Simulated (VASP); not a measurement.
Wanted: the native input for a VASP 6.6.1 run.

| Item | Value |
| --- | --- |
| Task | relaxation of cell and atoms |
| Functional | PBE |
| Potentials or basis | VASP PAW PBE potentials, release 64 (Al, Ga_d, As) |
| Cutoff | 500 eV |
| k mesh | 6 × 6 × 4 |
| Occupations | fermi-dirac, width 0.02 eV |
| Spin | no spin polarisation |
| Dipole correction | no |
| Further INCAR settings | ALGO = Normal; EDIFF = 1e-07; IBRION = 2; EDIFFG = -0.005; NSW = 80; ISIF = 3 |

The structure of Al3GaAs4 lies in POSCAR:

```
Al3GaAs4
1.0
    6.3792657566     -1.9234209957      0.0000000000
    6.3792657566      1.9234209957      0.0000000000
   -1.1598665012      0.0000000000      6.5611957462
Al Ga As
3 1 4
Direct
    0.0000000000      0.0000000000      0.0000000000
    0.5000000000      0.5000000000      0.5000000000
    0.2500000000      0.2500000000      0.7500000000
    0.7500000000      0.7500000000      0.2500000000
    0.5625000000      0.5625000000      0.1875000000
    0.0625000000      0.0625000000      0.6875000000
    0.8125000000      0.8125000000      0.9375000000
    0.3125000000      0.3125000000      0.4375000000
```

The input as run:

INCAR

```
PREC = Accurate
ENCUT = 500
EDIFF = 1E-7
ISMEAR = -1
SIGMA = 0.02
LREAL = F
LASPH = T
NELM = 120
ALGO = Normal
ISIF = 3
LWAVE = F
LCHARG = F
GGA = PE
IBRION = 2
NSW = 80
EDIFFG = -0.005
GGA_COMPAT = F
NELMIN = 4
```

KPOINTS

```
Automatic mesh
0
Gamma
  6 6 4
```

Potentials or basis: VASP PAW PBE potentials, release 64 (Al, Ga_d, As).

The run is started by

```sh
$ cat potpaw_PBE.64/Al/POTCAR potpaw_PBE.64/Ga_d/POTCAR potpaw_PBE.64/As/POTCAR > POTCAR
$ mpirun -np 1 vasp_std > vasp.out
```

Results of the run:

| Quantity | Value |
| --- | --- |
| Relaxed volume | 23.60 Å³/atom |
| Relaxed cell | a = 7.025 Å, b = 7.025 Å, c = 7.022 Å, α = 99.64°, β = 99.64°, γ = 33.59° |
| Space group after relaxing (to 0.1 Å) | Cm (No. 8) |
| Energy gained by relaxing | 139.8 meV/atom |
| Ionic steps | 10 |
| Pressure after relaxing | 0.0 GPa |
| Largest force after relaxing | 0.005 eV/Å |
| Band gap on the k mesh | 1.20 eV |

Caveat: the volume moved by over 15 % at a fixed basis, so the end points are rough.

It took 41 min on 1 thread of Intel Xeon 8259CL, with other jobs on the host, peak memory 0.49 GiB.
